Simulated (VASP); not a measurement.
## BeTe: single point with PBE

Crystal: BeTe.

```
Be Te
1.0
     0.00000    2.73256    2.73256
     2.73256    0.00000    2.73256
     2.73256    2.73256    0.00000
Be Te
1 1
Direct
  0.00000 0.00000 0.00000
  0.25000 0.25000 0.25000
```

```yaml
Program: VASP 6.6.1
Task: single point
Functional: PBE
Potentials_or_basis: VASP PAW PBE potentials, release 64 (Be, Te)
Cutoff: 520 eV
k_mesh: 5 × 5 × 5
Occupations: gaussian, width 0.01 eV
Spin: no spin polarisation
Dipole_correction: no
Further_INCAR_settings: ALGO = Normal; EDIFF = 1e-06; NBANDS = 11
```

The pressure is 7.9 GPa and the band gap on the k mesh is 1.86 eV, indirect (least direct gap 3.52 eV).

Levels at points of the mesh, in eV from the valence-band top:
```tsv
k point	band 2	band 3	band 4	band 5	band 6	band 7
(0.00, 0.00, 0.00)	0.00	0.00	0.00	3.52	3.52	3.52
```

Wall time 6.2 s on 1 thread of Intel(R) Xeon(R) Platinum 8259CL CPU @ 2.50GHz (Skylake/Cascade Lake) (shared host), peak memory 0.16 GiB.

Caveat: spin-orbit coupling is left out, which moves the levels of the heavy elements. PBE gaps usually lie below the measured ones, often by a third to a half.
